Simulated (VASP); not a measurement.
# Re (P6_3/mmc) in VASP: a series of runs

The runs below take Re through single point, with r2SCAN, PBE0.

Everything below comes from runs of VASP 6.6.1. Logs are shortened: lines on timing, memory, paths and dates and some standing lists are left out, and cuts for length are marked.

## (1) The cell of the first run

Symmetry: P6_3/mmc, No. 194, hexagonal system. The conventional cell has a = 2.761 Å, b = 2.761 Å, c = 4.458 Å, α = 90.00°, β = 90.00°, γ = 120.00°. Re (site symmetry -6m2) has 12 Re at 2.74 to 2.76 Å within 3.6 Å.

## (2) Single point, r2SCAN, non-collinear spin, zero start, spin-orbit coupling

Contents of POSCAR:

```
Re
1.0
    2.7608000000      0.0000000000      0.0000000000
   -1.3804000000      2.3909229348      0.0000000000
    0.0000000000      0.0000000000      4.4582000000
Re
2
Direct
    0.6666666667      0.3333333333      0.7500000000
    0.3333333333      0.6666666667      0.2500000000
```

Contents of INCAR.step1:

```
ALGO = Normal
EDIFF = 1E-4
ENCUT = 520
GGA = PE
GGA_COMPAT = False
ISMEAR = -1
LASPH = True
LCHARG = False
LMAXMIX = 4
LREAL = False
LSORBIT = True
LWAVE = True
MAGMOM = 0 0 0 0 0 0
NBANDS = 26
NELM = 150
PREC = Accurate
SIGMA = 0.05
```

Contents of INCAR.step2:

```
ALGO = Normal
EDIFF = 1E-7
ENCUT = 520
GGA_COMPAT = False
ISIF = 2
ISMEAR = -1
ISTART = 1
LASPH = True
LCHARG = True
LMAXMIX = 4
LMIXTAU = True
LORBIT = 11
LORBMOM = True
LREAL = False
LSORBIT = True
LVHAR = True
LWAVE = False
MAGMOM = 0 0 0 0 0 0
METAGGA = R2SCAN
NBANDS = 26
NELM = 150
PREC = Accurate
SIGMA = 0.05
```

Contents of KPOINTS:

```
k-points
0
Gamma
  8 8 5
```

Potentials or basis: VASP PAW PBE potentials, release 64 (Re).

Command:

```bash
$ cat potpaw_PBE.64/Re/POTCAR > POTCAR
$ cp INCAR.step1 INCAR
$ mpirun -np 1 vasp_ncl > vasp.out
$ cp INCAR.step2 INCAR
$ mpirun -np 1 vasp_ncl > vasp.out
```

OUTCAR:

```text
EDIFF = 1E-7
   ENCUT = 520
   ISIF = 2
   ISMEAR = -1
   ISTART = 1
   LASPH = True
   LORBIT = 11
   LREAL = False
   LSORBIT = True
   METAGGA = R2SCAN
   NELM = 150
   PREC = Accurate

 ion  position               nearest neighbor table
   1  0.667  0.333  0.750-   2 2.74   2 2.74   2 2.74   2 2.74   2 2.74   2 2.74
   2  0.333  0.667  0.250-   1 2.74   1 2.74   1 2.74   1 2.74   1 2.74   1 2.74

  LATTYP: Found a hexagonal cell.
 ALAT       =     2.7608000000
 C/A-ratio  =     1.6148217908

  Lattice vectors:

 A1 = (   2.7608000000,   0.0000000000,   0.0000000000)
 A2 = (  -1.3804000000,   2.3909229348,   0.0000000000)
 A3 = (   0.0000000000,   0.0000000000,   4.4582000000)

Analysis of symmetry for initial positions (statically):
=====================================================================
 Subroutine PRICEL returns:
 Original cell was already a primitive cell.

 Routine SETGRP: Setting up the symmetry group for a
 hexagonal supercell.

 Subroutine GETGRP returns: Found 24 space group operations
 (whereof 12 operations were pure point group operations)
 out of a pool of 24 trial point group operations.

The static configuration has the point symmetry D_3d.
 The point group associated with its full space group is D_6h.

Analysis of symmetry for dynamics (positions and initial velocities):
=====================================================================
 Subroutine PRICEL returns:
 Original cell was already a primitive cell.

 Routine SETGRP: Setting up the symmetry group for a
 hexagonal supercell.

 Subroutine GETGRP returns: Found 24 space group operations
 (whereof 12 operations were pure point group operations)
 out of a pool of 24 trial point group operations.

The dynamic configuration has the point symmetry D_3d.
 The point group associated with its full space group is D_6h.

Analysis of structural, dynamic, and magnetic symmetry:
=====================================================================
 Subroutine PRICEL returns:
 Original cell was already a primitive cell.

 Routine SETGRP: Setting up the symmetry group for a
 hexagonal supercell.

 Subroutine GETGRP returns: Found 24 space group operations
 (whereof 12 operations were pure point group operations)
 out of a pool of 24 trial point group operations.

The overall configuration has the point symmetry D_3d.
 The point group associated with its full space group is D_6h.

 Subroutine INISYM returns: Found 24 space group operations
 (whereof 12 operations are pure point group operations),
 and found     1 'primitive' translations

----------------------------------------------------------------------------------------

                                     Primitive cell

  volume of cell :      29.4280

  direct lattice vectors                    reciprocal lattice vectors
     2.760800000  0.000000000  0.000000000     0.362213851  0.209124264  0.000000000
    -1.380400000  2.390922935  0.000000000     0.000000000  0.418248529  0.000000000
     0.000000000  0.000000000  4.458200000     0.000000000  0.000000000  0.224305774

  length of vectors
     2.760800000  2.760800000  4.458200000     0.418248529  0.418248529  0.224305774

  position of ions in fractional coordinates (direct lattice)
     0.666666667  0.333333333  0.750000000
     0.333333333  0.666666667  0.250000000

  ion indices of the primitive-cell ions
   primitive index   ion index
                 1           1
                 2           2

----------------------------------------------------------------------------------------

 KPOINTS: k-points

Automatic generation of k-mesh.
 Grid dimensions read from file:
 generate k-points for:    8    8    5

 Generating k-lattice:

  Cartesian coordinates                     Fractional coordinates (reciprocal lattice)
     0.045276731  0.026140533  0.000000000     0.125000000  0.000000000  0.000000000
     0.000000000  0.052281066  0.000000000     0.000000000  0.125000000  0.000000000
     0.000000000  0.000000000  0.044861155     0.000000000  0.000000000  0.200000000

  Length of vectors
     0.052281066  0.052281066  0.044861155

  Shift w.r.t. Gamma in fractional coordinates (k-lattice)
     0.000000000  0.000000000  0.000000000

 Subroutine IBZKPT returns following result:
 ===========================================

 Found     30 irreducible k-points:

 Following reciprocal coordinates:
            Coordinates               Weight
  0.000000  0.000000  0.000000      1.000000
[... 46 lines left out ...]
   IBRION =     -1    ionic relax: 0-MD 1-quasi-New 2-CG
   NFREE  =      0    steps in history (QN), initial steepest desc. (CG)
   ISIF   =      2    stress and relaxation
   ISYM   =      2    0-nonsym 1-usesym 2-fastsym
   POTIM  = 0.5000    time-step for ionic-motion
   TEBEG  =    0.0;   TEEND  =   0.0 temperature during run
   PSTRESS=    0.0 pullay stress
   NELECT =      14.0000    total number of electrons
   NUPDOWN=      -1.0000    fix difference up-down
   EMIN   =  10.00;   EMAX   =-10.00  energy-range for DOS
   EFERMI =   0.00;   METHOD = LEGACY
   ISMEAR =    -1;   SIGMA  =   0.05  broadening in eV -4-tet -1-fermi 0-gaus
   EFERMI_NEDOS =   21; number of points for ismear=-14 and -15
   IALGO  =     38    algorithm
   IMIX   =      4    mixing-type and parameters
     AMIX     =   0.40;   BMIX     =  1.00
     AMIX_MAG =   1.60;   BMIX_MAG =  1.00
  volume/ion in A,a.u.               =      14.71        99.29
  Fermi-wavevector in a.u.,A,eV,Ry     =   1.278000  2.415070 22.222174  1.633284
  Thomas-Fermi vector in A             =   2.410568
   LORBIT       =     11    0 simple, 1 ext, 2 COOP (PROOUT), +10 PAW based schemes
   METAGGA = R2SCAN    functional components
   LHFCALC =     F    Hartree Fock is set to
   AEXX    =    0.0000 exact exchange contribution
   IVDW    =     0    specifies the selected vdW correction
   LEPSILON=     F    determine dielectric tensor
   LRPA    =     F    only Hartree local field effects (RPA)
  energy-cutoff  :      520.00
  volume of cell :       29.43
 maximum number of plane-waves:      1628
 NGX is ok and might be reduce to    24
   NGX = 11   NGY = 11   NGZ = 17

 number of electron      14.0000000 magnetization      -0.0000000      0.0000000     -0.0000000

 number of electron      14.0000000 magnetization       0.0000000     -0.0000000      0.0000000

 number of electron      14.0000000 magnetization      -0.0000000     -0.0000000     -0.0000000

 number of electron      14.0000000 magnetization       0.0000000      0.0000000      0.0000000

 Free energy of the ion-electron system (eV)
  ---------------------------------------------------
  ext. energy  EPLUGINS =         0.00000000
  ---------------------------------------------------
  free energy    TOTEN  =      -105.57528676 eV

  energy without entropy =     -105.56598343  energy(sigma->0) =     -105.57063510

 E-fermi :   7.6903     XC(G=0): -14.9902

 val. band max:        7.6288749118   @ k =   0.3750   0.2500   0.4000
 cond. band min:       7.7085165046   @ k =   0.3750  -0.0000   0.4000
 fundamental gap:      0.0796415928
 Fermi energy:         7.6903082261

 k-point     1 :       0.0000    0.0000    0.0000
  band No.  band energies     occupation
      1      -2.6538      1.00000
      2      -2.6538      1.00000
      3       0.7516      1.00000
      4       0.7516      1.00000
      5       5.6967      1.00000
      6       5.6967      1.00000
[... 685 lines left out ...]
     25      19.8725      0.00000
     26      19.8725      0.00000

 [... further k-points ...]
[... 5 lines left out ...]
  --------------------------------------------------------------------------------------
  -------------------------------------------------------------------------------------
  Total        0.0510748      0.0510748      0.1197241      0.0000000     -0.0000000      0.0000000
  in kB        2.7807208      2.7807208      6.5182635      0.0000000     -0.0000000      0.0000000
  external PRESSURE =       4.0265684 kB  Pullay stress =       0.0000000 kB

 VOLUME and BASIS-vectors are now :
 -----------------------------------------------------------------------------
  energy-cutoff  :      520.00
  volume of cell :       29.43
      direct lattice vectors                 reciprocal lattice vectors
     2.760800000  0.000000000  0.000000000     0.362213851  0.209124264  0.000000000
    -1.380400000  2.390922935  0.000000000     0.000000000  0.418248529  0.000000000
     0.000000000  0.000000000  4.458200000     0.000000000  0.000000000  0.224305774

 POSITION                                       TOTAL-FORCE (eV/Angst)
 -----------------------------------------------------------------------------------
      1.38040      0.79697      3.34365         0.000000      0.000000      0.000000
     -0.00000      1.59395      1.11455        -0.000000     -0.000000     -0.000000
 -----------------------------------------------------------------------------------
    total drift:                               -0.000000     -0.000000     -0.000000

  FREE ENERGIE OF THE ION-ELECTRON SYSTEM (eV)
  ---------------------------------------------------
  free  energy   TOTEN  =      -105.5752867604 eV

  energy  without entropy=     -105.5659834334  energy(sigma->0) =     -105.57063510

 orbital moment (x)

 # of ion     p       d       tot
 ----------------------------------------
  1        -0.000  -0.000  -0.000
  2        -0.000   0.000   0.000
 ----------------------------------------
           -0.000   0.000   0.000

 orbital moment (y)

 # of ion     p       d       tot
 ----------------------------------------
  1         0.000  -0.000  -0.000
  2         0.000  -0.000  -0.000
 ----------------------------------------
            0.000  -0.000  -0.000

 orbital moment (z)

 # of ion     p       d       tot
 ----------------------------------------
  1        -0.000   0.000  -0.000
  2        -0.000   0.000  -0.000
 ----------------------------------------
           -0.000   0.000  -0.000

 Spin-Orbit-Coupling matrix elements

 Ion:    1  E_soc:     -0.6679585
 l=   1
     0.0000000    -0.0416675    -0.0414073
    -0.0416675     0.0000000    -0.0416675
    -0.0414073    -0.0416675     0.0000000
 l=   2
     0.0000000    -0.0135280     0.0000000    -0.0135280    -0.0555451
    -0.0135280     0.0000000    -0.0428710    -0.0138379    -0.0135280
     0.0000000    -0.0428710     0.0000000    -0.0428710     0.0000000
    -0.0135280    -0.0138379    -0.0428710     0.0000000    -0.0135280
    -0.0555451    -0.0135280     0.0000000    -0.0135280     0.0000000
 l=   3
     0.0000000     0.0000000     0.0000000     0.0000000     0.0000000     0.0000000     0.0000000
     0.0000000     0.0000000     0.0000000     0.0000000     0.0000000     0.0000000     0.0000000
     0.0000000     0.0000000     0.0000000     0.0000000     0.0000000     0.0000000     0.0000000
     0.0000000     0.0000000     0.0000000     0.0000000     0.0000000     0.0000000     0.0000000
     0.0000000     0.0000000     0.0000000     0.0000000     0.0000000     0.0000000     0.0000000
     0.0000000     0.0000000     0.0000000     0.0000000     0.0000000     0.0000000     0.0000000
     0.0000000     0.0000000     0.0000000     0.0000000     0.0000000     0.0000000     0.0000000

 Ion:    2  E_soc:     -0.6679585
 l=   1
     0.0000000    -0.0416675    -0.0414073
    -0.0416675     0.0000000    -0.0416675
    -0.0414073    -0.0416675     0.0000000
 l=   2
     0.0000000    -0.0135280     0.0000000    -0.0135280    -0.0555451
    -0.0135280     0.0000000    -0.0428710    -0.0138379    -0.0135280
     0.0000000    -0.0428710     0.0000000    -0.0428710     0.0000000
    -0.0135280    -0.0138379    -0.0428710     0.0000000    -0.0135280
    -0.0555451    -0.0135280     0.0000000    -0.0135280     0.0000000
 l=   3
     0.0000000     0.0000000     0.0000000     0.0000000     0.0000000     0.0000000     0.0000000
     0.0000000     0.0000000     0.0000000     0.0000000     0.0000000     0.0000000     0.0000000
     0.0000000     0.0000000     0.0000000     0.0000000     0.0000000     0.0000000     0.0000000
     0.0000000     0.0000000     0.0000000     0.0000000     0.0000000     0.0000000     0.0000000
     0.0000000     0.0000000     0.0000000     0.0000000     0.0000000     0.0000000     0.0000000
     0.0000000     0.0000000     0.0000000     0.0000000     0.0000000     0.0000000     0.0000000
     0.0000000     0.0000000     0.0000000     0.0000000     0.0000000     0.0000000     0.0000000

 total charge

# of ion       s       p       d       tot
------------------------------------------
    1        0.616   0.702   4.794   6.113
    2        0.616   0.702   4.794   6.113
--------------------------------------------------
tot          1.233   1.404   9.588  12.225

 magnetization (x)

# of ion       s       p       d       tot
------------------------------------------
    1       -0.000   0.000   0.000  -0.000
    2        0.000   0.000   0.000   0.000
--------------------------------------------------
tot          0.000   0.000   0.000   0.000

 magnetization (y)

# of ion       s       p       d       tot
------------------------------------------
    1        0.000   0.000  -0.000  -0.000
    2        0.000   0.000  -0.000  -0.000
--------------------------------------------------
tot          0.000   0.000  -0.000  -0.000

 magnetization (z)

# of ion       s       p       d       tot
------------------------------------------
    1        0.000   0.000   0.000   0.000
    2        0.000   0.000   0.000   0.000
--------------------------------------------------
tot          0.000   0.000   0.000   0.000
```

Run time: 6.1 min. Hardware: 1 thread of Intel Xeon 8259CL, shared host; peak memory 0.28 GiB.

Results:

```
Free energy                                           : -105.5753 eV
Pressure                                              : 0.4 GPa
Net moment                                            : 0.00 μB per cell
Valence electrons inside the program's atomic spheres : Re 6.11
```

Stress tensor (GPa, compression positive):
```
0.28 0.00 0.00
0.00 0.28 0.00
0.00 0.00 0.65
```

Moments on the atoms (μB; x, y, z):
```
Re  0.00 0.00 0.00
Re  0.00 0.00 0.00
```

Caveat: the PAW data sets were made with another functional, which shifts forces and pressure a little.

## (3) Single point, PBE0

This run uses another cell than the first one, of 14.54 Å³/atom.

Contents of POSCAR:

```
Re
1.0
    2.7606440130      0.0000000000      0.0000000000
   -1.3803220065      2.3907878460      0.0000000000
    0.0000000000      0.0000000000      4.4066694464
Re
2
Direct
    0.6666666667      0.3333333333      0.7500000000
    0.3333333333      0.6666666667      0.2500000000
```

Contents of INCAR.step1:

```
SYSTEM = Re
PREC = Accurate
ENCUT = 520
EDIFF = 1E-5
ISMEAR = -1
SIGMA = 0.05
LREAL = .False.
LASPH = .True.
NELM = 100
ALGO = Normal
ISIF = 2
LWAVE = .True.
GGA = PE
NBANDS = 14
```

Contents of INCAR.step2:

```
SYSTEM = Re
PREC = Accurate
ENCUT = 520
EDIFF = 1E-6
ISMEAR = -1
SIGMA = 0.05
LREAL = .False.
LASPH = .True.
NELM = 100
ALGO = Normal
ISIF = 2
LWAVE = .False.
LCHARG = .True.
GGA = PE
LHFCALC = .True.
AEXX = 0.25
PRECFOCK = Normal
LELF = .True.
LVHAR = .True.
ISTART = 1
NBANDS = 14
```

Contents of KPOINTS:

```
Automatic mesh
0
Gamma
  6 6 3
  0 0 0
```

Potentials or basis: VASP PAW PBE potentials, release 64 (Re).

Command:

```bash
$ cat potpaw_PBE.64/Re/POTCAR > POTCAR
$ cp INCAR.step1 INCAR
$ mpirun -np 1 vasp_std > vasp.out
$ cp INCAR.step2 INCAR
$ mpirun -np 1 vasp_std > vasp.out
```

It took 5.1 min on 1 thread of AMD EPYC 9R45 (Zen 5), shared host; peak memory 0.14 GiB.

Results (log left out):

| Item | Value |
| --- | --- |
| Free energy | -31.2962 eV |
| Pressure | -4.5 GPa |
| Band gap on the k mesh | zero (bands 7 and 8 overlap by 3.93 eV) |

Stress tensor (GPa, compression positive):
```
-4.43  0.00  0.00
 0.00 -4.43  0.00
 0.00  0.00 -4.75
```

Levels at points of the mesh, in eV from the Fermi level:
| k point | band 3 | band 4 | band 5 | band 6 | band 7 | band 8 | band 9 | band 10 | band 11 | band 12 |
| --- | --- | --- | --- | --- | --- | --- | --- | --- | --- | --- |
| (0.00, 0.00, 0.00) | -2.11 | -2.11 | -1.91 | -0.99 | -0.99 | 0.60 | 0.60 | 1.07 | 4.58 | 4.58 |
| (0.50, 0.00, 0.00) | -6.28 | -2.62 | -2.31 | -1.77 | -0.84 | 5.20 | 5.82 | 5.86 | 7.52 | 8.57 |

Caveat: the k points lie up to 0.48 Å⁻¹ apart, too coarse for converged energies and pressures of a metal; the PAW data sets were made with another functional, which shifts forces and pressure a little; spin-orbit coupling is left out, which moves the levels of the heavy elements.
